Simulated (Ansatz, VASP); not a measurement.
# Si3Sn in VASP and in Ansatz

```
Si Sn
1.0
     4.03764    0.00000    0.00000
     0.00000    4.03764    0.00000
     0.00000    0.00000    5.74862
Si Sn
3 1
Cartesian
  2.0188 0.0000 4.4529
  2.0188 2.0188 0.0000
  0.0000 2.0188 1.2957
  0.0000 0.0000 2.8743
```

Alike in both runs: task single point; functional r2SCAN; k mesh 6 × 6 × 4; no spin polarisation.

```csv
,VASP,Ansatz
version,VASP 6.6.1,Ansatz 0.2.0
potentials or method,"VASP PAW PBE potentials, release 64 (Si, Sn_d)","plane waves, PAW"
plane-wave cutoff (eV),520,500
occupations,"gaussian, width 0.01 eV",fixed
valence electrons in the cell,26,26
```

|  | VASP | Ansatz | Ansatz less VASP |
| --- | --- | --- | --- |
| gap on the k mesh at the Fermi level (eV) | 0.41 | 0.40 | -0.009 |
| pressure (GPa) | -0.2 | 0.0 | +0.16 |

VASP's potentials were made for PBE, not for r2SCAN.
